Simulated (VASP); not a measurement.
Write the native input for VASP 6.6.1 that does the following.

* Task: single point
* Functional: PBE
* Potentials or basis: VASP PAW PBE potentials, release 64 (Cs_sv)
* Cutoff: 520 eV
* k mesh: 12 × 12 × 12
* Occupations: gaussian, width 0.1 eV
* Spin: no spin polarisation
* Dipole correction: no
* Further INCAR settings: ALGO = Normal; EDIFF = 1e-06; NBANDS = 10

The structure of Cs lies in POSCAR:

```
Cs
1.0
    4.8288027064      0.0000000000      0.0000000000
    0.0000000000      4.8288027064      0.0000000000
    0.0000000000      0.0000000000      4.8288027064
Cs
1
Direct
    0.5000000000      0.5000000000      0.5000000000
```

This isn't the form of Cs at room conditions, which is bcc.

These files were run (other wordings do the same):

INCAR

```
ALGO     = Normal         # electronic algorithm
EDIFF    = 1E-6           # SCF threshold, eV
ENCUT    = 520            # plane-wave cutoff, eV
GGA      = PE             # functional
ISIF     = 2              # what is computed and relaxed
ISMEAR   = 0              # smearing method
LASPH    = True           # aspherical terms in the spheres
LCHARG   = False          # write CHGCAR
LREAL    = False          # projectors in reciprocal space
LWAVE    = False          # write WAVECAR
NBANDS   = 10             # bands
NELM     = 100            # most SCF steps
PREC     = Accurate       # precision mode
SIGMA    = 0.1            # smearing width, eV
```

KPOINTS

```
k-points
0
Gamma
  12 12 12
```

Potentials or basis: VASP PAW PBE potentials, release 64 (Cs_sv).

Launch:

```sh
$ cat potpaw_PBE.64/Cs_sv/POTCAR > POTCAR
$ mpirun -np 1 vasp_std > vasp.out
```

Results of the run:

The pressure is 0.3 GPa and the band gap on the k mesh is zero (an odd number of electrons rules out a gap without spin polarisation).

Caveat: spin-orbit coupling is left out, which moves the levels of the heavy elements.

Run time: 33 s on 1 thread of Intel(R) Xeon(R) 6975P-C (Granite Rapids) (shared host), peak memory 0.24 GiB.
